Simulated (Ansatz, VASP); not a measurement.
# Two plane-wave programs on AgCl

Contents of INCAR:

```
SYSTEM = AgCl
PREC = Accurate ; ENCUT = 520
EDIFF = 1E-7 ; ISMEAR = 0
SIGMA = 0.05 ; LREAL = .False.
LASPH = .True. ; NELM = 60
ALGO = Normal ; ISIF = 2
LWAVE = .False. ; LCHARG = .True.
GGA = PE ; LELF = .True.
LVHAR = .True. ; NBANDS = 16
```

The input KPOINTS:

```
Automatic mesh
0
Gamma
  8 8 8
  0 0 0
```

The input POSCAR:

```
AgCl
1.0
    0.0000000000      2.6937819368      2.8060228508
    2.6937819368      0.0000000000      2.8060228508
    2.6937819368      2.6937819368      0.0000000000
Ag Cl
1 1
Direct
    0.5000000000      0.5000000000      0.5000000000
    0.0000000000      0.0000000000      0.0000000000
```

Input for Ansatz:

```yaml
crystal:
  lattice:
    - [0.0, 2.6937819368, 2.8060228508]
    - [2.6937819368, 0.0, 2.8060228508]
    - [2.6937819368, 2.6937819368, 0.0]
  atoms:
    - { symbol: Ag, position: [0.5, 0.5, 0.5] }
    - { symbol: Cl, position: [0.0, 0.0, 0.0] }
basis:
  ecutwfc: 420
kpoints:
  mp_grid: { grid: [8, 8, 8] }
hamiltonian:
  xc: pbe
scf:
  occupations: { method: gaussian, width: 0.05 }
output:
  forces: true
  stress: true
  eigenvalues: true
```

Change from the starting cell: strain -0.040 along x and y, +0.000 along z, atoms carried along.

Alike in both runs: task single point; functional PBE; k mesh 8 × 8 × 8; occupations gaussian, width 0.05 eV; no spin polarisation.

|  | VASP | Ansatz |
| --- | --- | --- |
| version | VASP 6.6.1 | Ansatz 0.2.0 |
| potentials or method | VASP PAW PBE potentials, release 64 (Ag, Cl), cutoff 520 eV | scalar-relativistic, plane waves, PAW |
| valence electrons in the cell | 18 | 26 |

```csv
,VASP,Ansatz,Ansatz less VASP
gap on the k mesh at the Fermi level (eV),0.77,0.78,+0.003
least direct gap on the mesh (eV),3.34,3.34,+0.002
pressure (GPa),4.2,4.4,+0.16
"traceless stress, the component that is largest in VASP (GPa)",-1.10,-1.12,-0.025
```

With one functional, cell and mesh, what is left measures potentials, basis and numerics. VASP's potentials hold 18 valence electrons a cell and Ansatz's 26, so a difference there can come from the potentials and not from the codes.
